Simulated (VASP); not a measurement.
# BaHfO3 (a cell with a defect) in VASP: single point with PBEsol

Aim: the single point of BaHfO3 (a cell with a defect) with PBEsol.

All numbers are computed with VASP 6.6.1; they aren't measurements. Logs are shortened: lines on timing, memory, paths and dates and some standing lists are left out, and cuts for length are marked.

### Step 1. The cell of the first run

The cell holds a defect, 40 atoms: a = 8.315 Å, b = 8.315 Å, c = 8.315 Å, α = 90.00°, β = 90.00°, γ = 90.00°.

### Step 2. Single point, PBEsol

File INCAR:

```
PREC = Accurate ; ENCUT = 520
EDIFF = 1E-7 ; ISMEAR = -1
SIGMA = 0.05 ; LREAL = Auto
LASPH = T ; NELM = 60
ALGO = Normal ; ISIF = 2
LWAVE = F ; LCHARG = T
GGA = PS ; LELF = T
LVHAR = T ; NBANDS = 178
ISYM = 0
```

File KPOINTS:

```
Automatic mesh
0
Gamma
  1 1 1
  0.25 0.25 0.25
```

File POSCAR:

```
BaHfO3
1.0
    8.3151870000      0.0000000000      0.0000000000
    0.0000000000      8.3151870000      0.0000000000
    0.0000000000      0.0000000000      8.3151870000
Hf Ba O
8 8 24
Direct
    0.0540930000      0.0538580000      0.0543840000
    0.2467880000      0.2495170000      0.7594130000
    0.2499480000      0.7589850000      0.2470240000
    0.2429590000      0.7540480000      0.7583000000
    0.7591280000      0.2463240000      0.2500070000
    0.7581070000      0.2425720000      0.7545290000
    0.7542780000      0.7577630000      0.2433000000
    0.7539830000      0.7536690000      0.7540960000
    0.9995650000      0.9993160000      0.5108860000
    0.9995060000      0.5107390000      0.9997650000
    0.9887770000      0.5062310000      0.5113950000
    0.5108040000      0.9987880000      0.9997750000
    0.5109830000      0.9886240000      0.5071260000
    0.5067860000      0.5109350000      0.9889790000
    0.5190680000      0.5186920000      0.5195420000
    0.2845460000      0.2843270000      0.2842790000
    0.1833970000      0.2576100000      0.9973400000
    0.2654210000      0.1590630000      0.5437290000
    0.2676220000      0.7096600000      0.9969940000
    0.2388710000      0.7848390000      0.5011160000
    0.8325580000      0.1913040000      0.9922430000
    0.7237320000      0.2599290000      0.4965040000
    0.7260810000      0.7508440000      0.9959710000
    0.7605430000      0.7337320000      0.4956940000
    0.9970920000      0.1833880000      0.2580990000
    0.9965860000      0.2674140000      0.7098980000
    0.9919470000      0.8323120000      0.1924990000
    0.9957980000      0.7256050000      0.7513220000
    0.5438340000      0.2649370000      0.1586420000
    0.5007880000      0.2380640000      0.7849340000
    0.4963690000      0.7235340000      0.2601250000
    0.4955680000      0.7601360000      0.7344280000
    0.2578000000      0.9969400000      0.1840970000
    0.1922640000      0.9919200000      0.8324020000
    0.1587200000      0.5435800000      0.2658200000
    0.2600570000      0.4961140000      0.7242870000
    0.7094830000      0.9963130000      0.2680550000
    0.7510330000      0.9954420000      0.7257500000
    0.7845500000      0.5004130000      0.2385540000
    0.7342430000      0.4951140000      0.7608720000
```

Potentials or basis: VASP PAW PBE potentials, release 64 (Hf_pv, Ba_sv, O).

Started as:

```console
$ cat potpaw_PBE.64/Hf_pv/POTCAR potpaw_PBE.64/Ba_sv/POTCAR potpaw_PBE.64/O/POTCAR > POTCAR
$ mpirun -np 1 vasp_std > vasp.out
```

OUTCAR:

```text
PREC = Accurate
   ENCUT = 520
   EDIFF = 1E-7
   ISMEAR = -1
   LREAL = Auto
   LASPH = T
   NELM = 60
   ISIF = 2
   GGA = PS
   ISYM = 0

 ion  position               nearest neighbor table
   1  0.054  0.054  0.054-  17 2.06  25 2.06  33 2.06  21 2.23  27 2.23  34 2.23  16 3.32   5 3.35
                             3 3.35   2 3.35   6 3.84   4 3.84   7 3.84   9 3.85  12 3.85  10 3.85
   2  0.247  0.250  0.759-  18 1.95  17 2.05  36 2.07  30 2.12  26 2.13  34 2.27   1 3.35   9 3.58
                            10 3.60  14 3.61  12 3.63  11 3.66  13 3.73  15 3.76  16 3.97
   3  0.250  0.759  0.247-  35 1.95  33 2.05  31 2.07  19 2.12  20 2.13  27 2.28   1 3.35  10 3.58
                            12 3.59  13 3.61   9 3.63  14 3.66  11 3.74  15 3.76  16 3.97
   4  0.243  0.754  0.758-  19 2.03  28 2.07  32 2.11  34 2.11  20 2.15  36 2.17  10 3.50   9 3.53
                            14 3.55  11 3.60  15 3.61  12 3.62  13 3.62   1 3.84
   5  0.759  0.246  0.250-  29 1.95  25 2.05  22 2.07  37 2.12  39 2.13  21 2.28   1 3.35  12 3.58
                             9 3.59  11 3.61  10 3.63  13 3.66  14 3.74  15 3.76  16 3.97
   6  0.758  0.243  0.755-  26 2.03  38 2.07  40 2.11  21 2.11  30 2.15  22 2.17   9 3.50  12 3.54
                            11 3.55  13 3.59  15 3.61  14 3.63  10 3.63   1 3.84
   7  0.754  0.758  0.243-  37 2.03  23 2.07  24 2.11  27 2.11  39 2.16  31 2.17  12 3.50  10 3.53
                            13 3.55  14 3.59  15 3.61   9 3.63  11 3.63   1 3.84
   8  0.754  0.754  0.754-  38 2.02  28 2.02  23 2.02  32 2.16  24 2.16  40 2.16  15 3.38  14 3.48
                            13 3.48  11 3.48  12 3.52  10 3.52   9 3.53
   9  1.000  0.999  0.511-  18 2.59  25 2.60  20 2.67  38 2.73  26 2.78  24 2.97  27 2.99  28 3.03
                            34 3.12  37 3.15  22 3.16   6 3.50   8 3.53   4 3.53   2 3.58   5 3.59
  10  1.000  0.511  1.000-  35 2.59  17 2.60  39 2.67  28 2.73  19 2.78  40 2.97  21 3.00  23 3.03
                            27 3.12  26 3.15  36 3.16   4 3.50   8 3.52   7 3.53   3 3.58   2 3.60
  11  0.989  0.506  0.511-  35 2.50  26 2.58  24 2.68  28 2.70  39 2.83  36 2.87  40 2.97  22 3.01
                            20 3.11   8 3.48   6 3.55   4 3.60  16 3.61   5 3.61   7 3.63   2 3.66
  12  0.511  0.999  1.000-  29 2.59  33 2.60  30 2.68  23 2.73  37 2.78  32 2.97  34 2.99  38 3.03
                            21 3.12  19 3.14  31 3.15   7 3.50   8 3.52   6 3.54   5 3.58   3 3.59
  13  0.511  0.989  0.507-  18 2.50  37 2.58  32 2.68  38 2.70  20 2.83  22 2.87  24 2.97  31 3.02
                            30 3.11   8 3.48   7 3.55   6 3.59  16 3.61   3 3.61   4 3.62   5 3.66
  14  0.507  0.511  0.989-  29 2.50  19 2.59  40 2.68  23 2.70  30 2.83  31 2.87  32 2.96  36 3.01
                            39 3.11   8 3.48   4 3.55   7 3.59  16 3.60   2 3.61   6 3.63   3 3.66
  15  0.519  0.519  0.520-  32 2.69  40 2.70  24 2.70  22 2.75  36 2.75  31 2.75  30 3.22  20 3.22
                            39 3.22  16 3.38   8 3.38   6 3.61   4 3.61   7 3.61   2 3.76   3 3.76
  16  0.285  0.284  0.284-  18 2.40  35 2.40  29 2.40  17 2.54  33 2.54  25 2.54   1 3.32  15 3.38
                            14 3.60  11 3.61  13 3.61  10 3.84  12 3.84   9 3.84   5 3.97   3 3.97
  17  0.183  0.258  0.997-   2 2.05   1 2.06  16 2.54  10 2.60
[... 9 lines left out ...]
  27  0.992  0.832  0.192-   7 2.11   1 2.23   3 2.28   9 2.99  10 3.12
  28  0.996  0.726  0.751-   8 2.02   4 2.07  11 2.70  10 2.73   9 3.03
  29  0.544  0.265  0.159-   5 1.95  16 2.40  14 2.50  12 2.59
  30  0.501  0.238  0.785-   2 2.12   6 2.15  12 2.68  14 2.83  13 3.11  15 3.22
  31  0.496  0.724  0.260-   3 2.07   7 2.17  15 2.75  14 2.87  13 3.02  12 3.15
[... 186 lines left out ...]
   LORBIT       =      0    0 simple, 1 ext, 2 COOP (PROOUT), +10 PAW based schemes
   GGA     = PS    functional components
   LHFCALC =     F    Hartree Fock is set to
   AEXX    =    0.0000 exact exchange contribution
   IVDW    =     0    specifies the selected vdW correction
   LEPSILON=     F    determine dielectric tensor
   LRPA    =     F    only Hartree local field effects (RPA)
 non-spin polarized calculation
  energy-cutoff  :      520.00
  volume of cell :      574.93
 maximum number of plane-waves:     15468
 NGX is ok and might be reduce to    64
   NGX = 31   NGY = 31   NGZ = 31

 number of electron     303.9999992 magnetization

 Free energy of the ion-electron system (eV)
  ---------------------------------------------------
  ext. energy  EPLUGINS =         0.00000000
  ---------------------------------------------------
  free energy    TOTEN  =      -357.38398987 eV

  energy without entropy =     -357.38398987  energy(sigma->0) =     -357.38398987

 E-fermi :   3.4630     XC(G=0): -11.1017

 val. band max:        2.2468026142   @ k =   0.2500  -0.2500   0.2500
 cond. band min:       6.4545740045   @ k =  -0.2500   0.2500   0.2500
 fundamental gap:      4.2077713903
 Fermi energy:         3.4629872722

 k-point     1 :       0.2500    0.2500    0.2500
  band No.  band energies     occupation
      1     -27.2658      2.00000
      2     -27.1417      2.00000
      3     -27.1410      2.00000
      4     -26.7688      2.00000
      5     -26.7675      2.00000
      6     -26.7643      2.00000
[... 657 lines left out ...]
    163       7.5993      0.00000
    164       7.6496      0.00000
 [bands above 164 left out]

------------------------ aborting loop because EDIFF is reached ----------------------------------------

  FORCE on cell =-STRESS in cart. coord.  units (eV):
  Direction    XX          YY          ZZ          XY          YZ          ZX
  --------------------------------------------------------------------------------------
  -------------------------------------------------------------------------------------
  Total        9.7018030      9.6438448      9.6715817      0.4815343      0.5261499      0.5046545
  in kB       27.0362823     26.8747687     26.9520638      1.3419050      1.4662363      1.4063346
  external PRESSURE =      26.9543716 kB  Pullay stress =       0.0000000 kB

 VOLUME and BASIS-vectors are now :
 -----------------------------------------------------------------------------
  energy-cutoff  :      520.00
  volume of cell :      574.93
      direct lattice vectors                 reciprocal lattice vectors
     8.315187000  0.000000000  0.000000000     0.120261877  0.000000000  0.000000000
     0.000000000  8.315187000  0.000000000     0.000000000  0.120261877  0.000000000
     0.000000000  0.000000000  8.315187000     0.000000000  0.000000000  0.120261877

 POSITION                                       TOTAL-FORCE (eV/Angst)
 -----------------------------------------------------------------------------------
      0.44979      0.44784      0.45221         0.094182      0.098710      0.099012
      2.05209      2.07478      6.31466        -0.086010     -0.042012     -0.020049
      2.07836      6.31110      2.05405        -0.053263     -0.023810     -0.078142
      2.02025      6.27005      6.30541        -0.028726     -0.056827      0.064612
      6.31229      2.04823      2.07885        -0.028318     -0.077804     -0.044011
      6.30380      2.01703      6.27405         0.066222     -0.029769     -0.052917
[... 32 lines left out ...]
      6.52368      4.16103      1.98362        -0.109962      0.012402      0.035857
      6.10537      4.11697      6.32679         0.067733      0.003867      0.018654
 -----------------------------------------------------------------------------------
    total drift:                                0.005835      0.002751      0.000986

  FREE ENERGIE OF THE ION-ELECTRON SYSTEM (eV)
  ---------------------------------------------------
  free  energy   TOTEN  =      -357.3839898746 eV

  energy  without entropy=     -357.3839898745  energy(sigma->0) =     -357.38398987
```

OSZICAR:

```text
N       E                     dE             d eps       ncg     rms          rms(c)
DAV:   1     0.222223010731E+04    0.22222E+04   -0.16463E+05  1424   0.166E+03
DAV:   2    -0.226710843043E+03   -0.24489E+04   -0.23686E+04  1776   0.402E+02
DAV:   3    -0.405833862927E+03   -0.17912E+03   -0.17803E+03  1632   0.104E+02
DAV:   4    -0.413005140199E+03   -0.71713E+01   -0.71614E+01  2144   0.183E+01
[... 10 lines left out ...]
DAV:  15    -0.357383991782E+03   -0.50457E-05   -0.36309E-05  1600   0.152E-02    0.352E-02
DAV:  16    -0.357383990327E+03    0.14546E-05   -0.55052E-06  1656   0.744E-03    0.161E-02
DAV:  17    -0.357383990245E+03    0.82640E-07   -0.15232E-06  1512   0.325E-03    0.749E-03
DAV:  18    -0.357383989971E+03    0.27327E-06   -0.35640E-07  1280   0.178E-03    0.239E-03
DAV:  19    -0.357383989875E+03    0.96668E-07   -0.15437E-07  1024   0.105E-03
   1 F= -.35738399E+03 E0= -.35738399E+03  d E =-.973769E-10
```

Wall time 30 min (1 thread of Intel Xeon 8259CL, shared host); peak memory 0.73 GiB.

What came out:

* Free energy: -357.3840 eV
* Pressure: 2.7 GPa
* Largest force: 0.437 eV/Å
* Band gap on the k mesh: 4.21 eV

Forces on the atoms (eV/Å):
```
Hf   0.094  0.099  0.099
Hf  -0.086 -0.042 -0.020
Hf  -0.053 -0.024 -0.078
Hf  -0.029 -0.057  0.065
Hf  -0.028 -0.078 -0.044
Hf   0.066 -0.030 -0.053
Hf  -0.055  0.065 -0.035
Hf  -0.018 -0.023 -0.015
Ba  -0.093 -0.059 -0.005
Ba  -0.058 -0.016 -0.097
Ba  -0.067 -0.017  0.051
Ba  -0.010 -0.080 -0.059
Ba   0.054 -0.064 -0.027
Ba  -0.021  0.051 -0.060
Ba  -0.107 -0.103 -0.112
Ba   0.082  0.077  0.085
O    0.024 -0.196 -0.245
O   -0.039  0.131  0.406
O   -0.079  0.163 -0.049
O    0.022 -0.127  0.011
O    0.030 -0.042 -0.025
O    0.069 -0.018  0.004
O    0.106  0.008  0.030
O    0.021  0.069  0.005
O   -0.235  0.021 -0.199
O   -0.036 -0.087  0.166
O   -0.016  0.028 -0.048
O    0.037  0.110  0.004
O    0.403 -0.034  0.128
O    0.006  0.034 -0.112
O   -0.002  0.064 -0.009
O    0.000  0.021  0.075
O   -0.193 -0.240  0.011
O   -0.046 -0.027  0.040
O    0.133  0.415 -0.039
O   -0.013  0.005  0.065
O    0.169 -0.042 -0.081
O    0.012  0.030  0.114
O   -0.110  0.012  0.036
O    0.068  0.004  0.019
```

Stress tensor (GPa, compression positive):
```
2.70 0.13 0.14
0.13 2.69 0.15
0.14 0.15 2.70
```

Levels at points of the mesh, in eV from the valence-band top:
```
           k point  band 149  band 150  band 151  band 152  band 153  band 154  band 155  band 156
(0.25, 0.25, 0.25)     -0.18     -0.14     -0.07     -0.04      4.26      4.28      4.38      4.65
```

Caveat: the PAW data sets were made with another functional, which shifts forces and pressure a little; spin-orbit coupling is left out, which moves the levels of the heavy elements.
